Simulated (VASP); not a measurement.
NbSnSe4:

```
Nb Sn Se
1.0
     0.00000    4.19592    4.19592
     4.19592    0.00000    4.19592
     4.19592    4.19592    0.00000
Nb Sn Se
1 1 4
Direct
  0.00000 0.00000 0.00000
  0.25000 0.25000 0.25000
  0.12500 0.62500 0.62500
  0.62500 0.62500 0.62500
  0.62500 0.12500 0.62500
  0.62500 0.62500 0.12500
```

The cell was built from a structure type or drawn by symmetry, and may not be a known phase.

| Item | Value |
| --- | --- |
| Program | VASP 6.6.1 |
| Task | relaxation of cell and atoms |
| Functional | PBE |
| Potentials or basis | VASP PAW PBE potentials, release 64 (Nb_sv, Sn_d, Se) |
| Cutoff | 500 eV |
| k mesh | 3 × 3 × 3 |
| Occupations | gaussian, width 0.15 eV |
| Spin | no spin polarisation |

At the start: pressure -7.3 GPa; volume 24.62 Å³/atom.

Task: How do energy, volume and symmetry change on relaxing?

Result: Over 3 steps the energy falls by 83.4 meV/atom and the volume is 21.40 Å³/atom (-13.1 %); space group F-43m (No. 216, to 0.1 Å) before and after.

The path:
```tsv
step	energy change (eV)	largest force (eV/Å)	pressure (GPa)	volume (Å³)
1	0.0000	0.0691	-7.27	147.74
2	-0.4800	0.0408	2.03	125.11
3	-0.5005	0.0471	0.03	128.41
```

Final structure:
```yaml
crystal:
  lattice:
    - [0.00000, 4.00428, 4.00428]
    - [4.00428, 0.00000, 4.00428]
    - [4.00428, 4.00428, 0.00000]
  atoms:
    - { symbol: Nb, position: [0.00000, 0.00000, 0.00000] }
    - { symbol: Sn, position: [0.25000, 0.25000, 0.25000] }
    - { symbol: Se, position: [0.12442, 0.62519, 0.62519] }
    - { symbol: Se, position: [0.62519, 0.62519, 0.62519] }
    - { symbol: Se, position: [0.62519, 0.12442, 0.62519] }
    - { symbol: Se, position: [0.62519, 0.62519, 0.12442] }
```

Caveat: the k points lie up to 0.45 Å⁻¹ apart in the final cell, too coarse for converged energies and pressures of a metal.
